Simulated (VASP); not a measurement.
# ReS (Fm-3m) in VASP: a series of runs

The runs below take ReS through single point, with PBE.

All numbers are computed with VASP 6.6.1; they aren't measurements. Logs are shortened: lines on timing, memory, paths and dates and some standing lists are left out, and cuts for length are marked.

### 1 The cell of the first run

It takes space group Fm-3m (No. 225, cubic). The conventional cell has a = 4.788 Å, b = 4.788 Å, c = 4.788 Å, α = 90.00°, β = 90.00°, γ = 90.00°. Within 3.2 Å of Re (site symmetry m-3m) lie 6 S at 2.39 Å. Within 3.2 Å of S (site symmetry m-3m) lie 6 Re at 2.39 Å.

### 2 Single point, PBE, collinear spin, ferromagnetic start

The input, INCAR:

```
SYSTEM = ReS
ALGO     = Normal         ! electronic algorithm
EDIFF    = 1E-6           ! SCF threshold, eV
ENCUT    = 520            ! plane-wave cutoff, eV
GGA      = PE             ! functional
ISIF     = 2              ! what is computed and relaxed
ISMEAR   = 0              ! smearing method
ISPIN    = 2              ! spin polarisation
LASPH    = .True.         ! aspherical terms in the spheres
LCHARG   = .False.        ! write CHGCAR
LMAXMIX  = 4              ! l up to which the mixer works
LORBIT   = 11             ! projections on sites
LREAL    = .False.        ! projectors in reciprocal space
LWAVE    = .False.        ! write WAVECAR
MAGMOM   = 3.5 0          ! initial moments
NBANDS   = 18             ! bands
NELM     = 150            ! most SCF steps
PREC     = Accurate       ! precision mode
SIGMA    = 0.1            ! smearing width, eV
```

The input, KPOINTS:

```
k-points
0
Gamma
  14 14 14
  0 0 0
```

The input, POSCAR:

```
ReS
1.0
    0.0000000000      2.3942221231      2.3942221231
    2.3942221231      0.0000000000      2.3942221231
    2.3942221231      2.3942221231      0.0000000000
Re S
1 1
Direct
    0.0000000000      0.0000000000      0.0000000000
    0.5000000000      0.5000000000      0.5000000000
```

Potentials or basis: VASP PAW PBE potentials, release 64 (Re, S).

The run is started by

```console
$ cat potpaw_PBE.64/Re/POTCAR potpaw_PBE.64/S/POTCAR > POTCAR
$ mpirun -np 1 vasp_std > vasp.out
```

OUTCAR:

```text
SYSTEM = ReS
   EDIFF = 1E-6
   ENCUT = 520
   GGA = PE
   ISIF = 2
   ISMEAR = 0
   ISPIN = 2
   LASPH = .True.
   LORBIT = 11
   LREAL = .False.
   NELM = 150
   PREC = Accurate

 ion  position               nearest neighbor table
   1  0.000  0.000  0.000-   2 2.39   2 2.39   2 2.39   2 2.39   2 2.39   2 2.39
   2  0.500  0.500  0.500-   1 2.39   1 2.39   1 2.39   1 2.39   1 2.39   1 2.39

  LATTYP: Found a face centered cubic cell.
 ALAT       =     4.7884442462

  Lattice vectors:

 A1 = (   0.0000000000,   2.3942221231,   2.3942221231)
 A2 = (   2.3942221231,   0.0000000000,   2.3942221231)
 A3 = (   2.3942221231,   2.3942221231,   0.0000000000)

Analysis of symmetry for initial positions (statically):
=====================================================================
 Subroutine PRICEL returns:
 Original cell was already a primitive cell.

 Routine SETGRP: Setting up the symmetry group for a
 face centered cubic supercell.

 Subroutine GETGRP returns: Found 48 space group operations
 (whereof 48 operations were pure point group operations)
 out of a pool of 48 trial point group operations.

The static configuration has the point symmetry O_h .

Analysis of symmetry for dynamics (positions and initial velocities):
=====================================================================
 Subroutine PRICEL returns:
 Original cell was already a primitive cell.

 Routine SETGRP: Setting up the symmetry group for a
 face centered cubic supercell.

 Subroutine GETGRP returns: Found 48 space group operations
 (whereof 48 operations were pure point group operations)
 out of a pool of 48 trial point group operations.

The dynamic configuration has the point symmetry O_h .

Analysis of structural, dynamic, and magnetic symmetry:
=====================================================================
 Subroutine PRICEL returns:
 Original cell was already a primitive cell.

 Routine SETGRP: Setting up the symmetry group for a
 face centered cubic supercell.

 Subroutine GETGRP returns: Found 48 space group operations
 (whereof 48 operations were pure point group operations)
 out of a pool of 48 trial point group operations.

The overall configuration has the point symmetry O_h .

 Subroutine INISYM returns: Found 48 space group operations
 (whereof 48 operations are pure point group operations),
 and found     1 'primitive' translations

----------------------------------------------------------------------------------------

                                     Primitive cell

  volume of cell :      27.4488

  direct lattice vectors                    reciprocal lattice vectors
     0.000000000  2.394222123  2.394222123    -0.208836096  0.208836096  0.208836096
     2.394222123  0.000000000  2.394222123     0.208836096 -0.208836096  0.208836096
     2.394222123  2.394222123  0.000000000     0.208836096  0.208836096 -0.208836096

  length of vectors
     3.385941398  3.385941398  3.385941398     0.361714728  0.361714728  0.361714728

  position of ions in fractional coordinates (direct lattice)
     0.000000000  0.000000000  0.000000000
     0.500000000  0.500000000  0.500000000

  ion indices of the primitive-cell ions
   primitive index   ion index
                 1           1
                 2           2

----------------------------------------------------------------------------------------

 KPOINTS: k-points

Automatic generation of k-mesh.
 Grid dimensions read from file:
 generate k-points for:   14   14   14

 Generating k-lattice:

  Cartesian coordinates                     Fractional coordinates (reciprocal lattice)
    -0.014916864  0.014916864  0.014916864     0.071428571  0.000000000  0.000000000
     0.014916864 -0.014916864  0.014916864     0.000000000  0.071428571  0.000000000
     0.014916864  0.014916864 -0.014916864     0.000000000  0.000000000  0.071428571

  Length of vectors
     0.025836766  0.025836766  0.025836766

  Shift w.r.t. Gamma in fractional coordinates (k-lattice)
     0.000000000  0.000000000  0.000000000

 Subroutine IBZKPT returns following result:
 ===========================================

 Found    104 irreducible k-points:

 Following reciprocal coordinates:
            Coordinates               Weight
  0.000000  0.000000  0.000000      1.000000
  0.071429  0.000000  0.000000      8.000000
  0.142857  0.000000  0.000000      8.000000
  0.214286  0.000000  0.000000      8.000000
  0.285714  0.000000  0.000000      8.000000
  0.357143  0.000000  0.000000      8.000000
[... 16 lines left out ...]
  0.214286  0.142857  0.000000     24.000000
  0.285714  0.142857  0.000000     24.000000
 [... further k-points ...]
   k-points           NKPTS =    104   k-points in BZ     NKDIM =    104   number of bands    NBANDS=     18
   number of dos      NEDOS =    301   number of ions     NIONS =      2
   total plane-waves  NPLWV =  21952
   dimension x,y,z NGX =    28 NGY =   28 NGZ =   28
   dimension x,y,z NGXF=    56 NGYF=   56 NGZF=   56
   ions per type =               1   1
   NGX,Y,Z   is equivalent  to a cutoff of  13.75, 13.75, 13.75 a.u.
   NGXF,Y,Z  is equivalent  to a cutoff of  27.50, 27.50, 27.50 a.u.
 SYSTEM =  ReS
   PREC   = accura    normal or accurate (medium, high low for compatibility)
   ISTART =      0    job   : 0-new  1-cont  2-samecut
   ICHARG =      2    charge: 1-file 2-atom 10-const
   ISPIN  =      2    spin polarized calculation?
   LNONCOLLINEAR =      F non collinear calculations
   LSORBIT =      F    spin-orbit coupling
   LASPH  =      T    aspherical Exc in radial PAW
   ENCUT  =  520.0 eV  38.22 Ry    6.18 a.u.   6.30  6.30  6.30*2*pi/ulx,y,z
   NELM   =    150;   NELMIN=  2; NELMDL= -5     # of ELM steps
   EDIFF  = 0.1E-05   stopping-criterion for ELM
   LREAL  =      F    real-space projection
   EDIFFG = 0.1E-04   stopping-criterion for IOM
   NSW    =      0    number of steps for IOM
   IBRION =     -1    ionic relax: 0-MD 1-quasi-New 2-CG
   NFREE  =      0    steps in history (QN), initial steepest desc. (CG)
   ISIF   =      2    stress and relaxation
   ISYM   =      2    0-nonsym 1-usesym 2-fastsym
   POTIM  = 0.5000    time-step for ionic-motion
   TEBEG  =    0.0;   TEEND  =   0.0 temperature during run
   PSTRESS=    0.0 pullay stress
   NELECT =      13.0000    total number of electrons
   NUPDOWN=      -1.0000    fix difference up-down
   EMIN   =  10.00;   EMAX   =-10.00  energy-range for DOS
   EFERMI =   0.00;   METHOD = LEGACY
   ISMEAR =     0;   SIGMA  =   0.10  broadening in eV -4-tet -1-fermi 0-gaus
   EFERMI_NEDOS =   21; number of points for ismear=-14 and -15
   IALGO  =     38    algorithm
   IMIX   =      4    mixing-type and parameters
     AMIX     =   0.40;   BMIX     =  1.00
     AMIX_MAG =   1.60;   BMIX_MAG =  1.00
  volume/ion in A,a.u.               =      13.72        92.62
  Fermi-wavevector in a.u.,A,eV,Ry     =   1.276091  2.411462 22.155825  1.628407
  Thomas-Fermi vector in A             =   2.408766
   LORBIT       =     11    0 simple, 1 ext, 2 COOP (PROOUT), +10 PAW based schemes
   GGA     = PE    functional components
   LHFCALC =     F    Hartree Fock is set to
   AEXX    =    0.0000 exact exchange contribution
   IVDW    =     0    specifies the selected vdW correction
   LEPSILON=     F    determine dielectric tensor
   LRPA    =     F    only Hartree local field effects (RPA)
 spin polarized calculation
 Gauss-broadening in eV      SIGMA  =   0.10
  energy-cutoff  :      520.00
  volume of cell :       27.45
 maximum number of plane-waves:       757
 NGX is ok and might be reduce to    28
   NGX = 13   NGY = 13   NGZ = 13

 number of electron      13.0000001 magnetization       0.0082459

 Free energy of the ion-electron system (eV)
  ---------------------------------------------------
  ext. energy  EPLUGINS =         0.00000000
  ---------------------------------------------------
  free energy    TOTEN  =       -14.33634677 eV

  energy without entropy =      -14.32082743  energy(sigma->0) =      -14.32858710

 E-fermi :  10.2776     XC(G=0): -12.8632

 val. band max:       10.2738785809   @ k =  -0.2857   0.4286   0.2143
 cond. band min:      10.2833854127   @ k =  -0.2857   0.2143   0.0714
 fundamental gap:      0.0095068317
 Fermi energy:        10.2775761881

 spin component 1

 k-point     1 :       0.0000    0.0000    0.0000
  band No.  band energies     occupation
      1      -7.4463      1.00000
      2       6.9721      1.00000
      3       6.9721      1.00000
      4       6.9721      1.00000
      5       7.1230      1.00000
      6       7.1230      1.00000
[... 10 lines left out ...]
     17      28.4658      0.00000
     18      29.6215      0.00000
[... 463 lines left out ...]
 k-point    24 :       0.2857    0.1429    0.0000
  band No.  band energies     occupation
      1      -6.2973      1.00000
      2       2.4177      1.00000
      3       4.2559      1.00000
      4       4.6522      1.00000
      5       7.0003      1.00000
      6       8.5650      1.00000
[... 10 lines left out ...]
     17      30.1767      0.00000
     18      32.2726      0.00000

 [... further k-points ...]

 spin component 2

 k-point     1 :       0.0000    0.0000    0.0000
  band No.  band energies     occupation
      1      -7.4454      1.00000
      2       6.9769      1.00000
      3       6.9769      1.00000
      4       6.9769      1.00000
      5       7.1235      1.00000
      6       7.1235      1.00000
[... 10 lines left out ...]
     17      28.4697      0.00000
     18      29.6231      0.00000
[... 463 lines left out ...]
 k-point    24 :       0.2857    0.1429    0.0000
  band No.  band energies     occupation
      1      -6.2964      1.00000
      2       2.4195      1.00000
      3       4.2580      1.00000
      4       4.6541      1.00000
      5       7.0044      1.00000
      6       8.5694      1.00000
[... 10 lines left out ...]
     17      30.1791      0.00000
     18      32.3141      0.00000

 [... further k-points ...]
[... 5 lines left out ...]
  --------------------------------------------------------------------------------------
  -------------------------------------------------------------------------------------
  Total        3.8196781      3.8196781      3.8196781     -0.0000000      0.0000000      0.0000000
  in kB      222.9533676    222.9533676    222.9533676     -0.0000000      0.0000000      0.0000000
  external PRESSURE =     222.9533676 kB  Pullay stress =       0.0000000 kB

 VOLUME and BASIS-vectors are now :
 -----------------------------------------------------------------------------
  energy-cutoff  :      520.00
  volume of cell :       27.45
      direct lattice vectors                 reciprocal lattice vectors
     0.000000000  2.394222123  2.394222123    -0.208836096  0.208836096  0.208836096
     2.394222123  0.000000000  2.394222123     0.208836096 -0.208836096  0.208836096
     2.394222123  2.394222123  0.000000000     0.208836096  0.208836096 -0.208836096

 POSITION                                       TOTAL-FORCE (eV/Angst)
 -----------------------------------------------------------------------------------
      0.00000      0.00000      0.00000        -0.000000     -0.000000     -0.000000
      2.39422      2.39422      2.39422         0.000000      0.000000      0.000000
 -----------------------------------------------------------------------------------
    total drift:                                0.000000      0.000000      0.000000

  FREE ENERGIE OF THE ION-ELECTRON SYSTEM (eV)
  ---------------------------------------------------
  free  energy   TOTEN  =       -14.3363467729 eV

  energy  without entropy=      -14.3208274334  energy(sigma->0) =      -14.32858710

 total charge

# of ion       s       p       d       tot
------------------------------------------
    1        0.496   0.473   5.124   6.092
    2        1.306   2.407   0.000   3.712
--------------------------------------------------
tot          1.802   2.879   5.124   9.805

 magnetization (x)

# of ion       s       p       d       tot
------------------------------------------
    1        0.001   0.000   0.006   0.007
    2        0.000   0.000   0.000   0.000
--------------------------------------------------
tot          0.001   0.000   0.006   0.007
```

Wall time 75 s (1 thread of Intel Xeon 6975P-C (Granite Rapids), shared host); peak memory 0.23 GiB.

Results:

| Item | Value |
| --- | --- |
| Free energy | -14.3363 eV |
| Pressure | 22.3 GPa |
| Net moment | 0.01 μB per cell |
| Valence electrons inside the program's atomic spheres | Re 6.09; S 3.71 |

Levels at points of the mesh, in eV from the Fermi level:
Spin up:
```tsv
k point	band 3	band 4	band 5	band 6	band 7	band 8	band 9	band 10
(0.00, 0.00, 0.00)	-3.31	-3.31	-3.15	-3.15	-3.15	-2.83	-2.83	3.24
(0.50, 0.00, 0.00)	-7.34	-7.34	-0.35	-0.35	0.33	2.28	5.99	5.99
(0.50, 0.50, 0.00)	-5.45	-4.83	-4.83	-1.57	0.48	0.54	0.54	3.16
```
Spin down:
| k point | band 3 | band 4 | band 5 | band 6 | band 7 | band 8 | band 9 | band 10 |
| --- | --- | --- | --- | --- | --- | --- | --- | --- |
| (0.00, 0.00, 0.00) | -3.30 | -3.30 | -3.15 | -3.15 | -3.15 | -2.82 | -2.82 | 3.25 |
| (0.50, 0.00, 0.00) | -7.34 | -7.34 | -0.34 | -0.34 | 0.34 | 2.28 | 5.99 | 5.99 |
| (0.50, 0.50, 0.00) | -5.45 | -4.83 | -4.83 | -1.57 | 0.48 | 0.55 | 0.55 | 3.17 |

Caveat: spin-orbit coupling is left out, which moves the levels of the heavy elements.

[end of part 1 of 2]
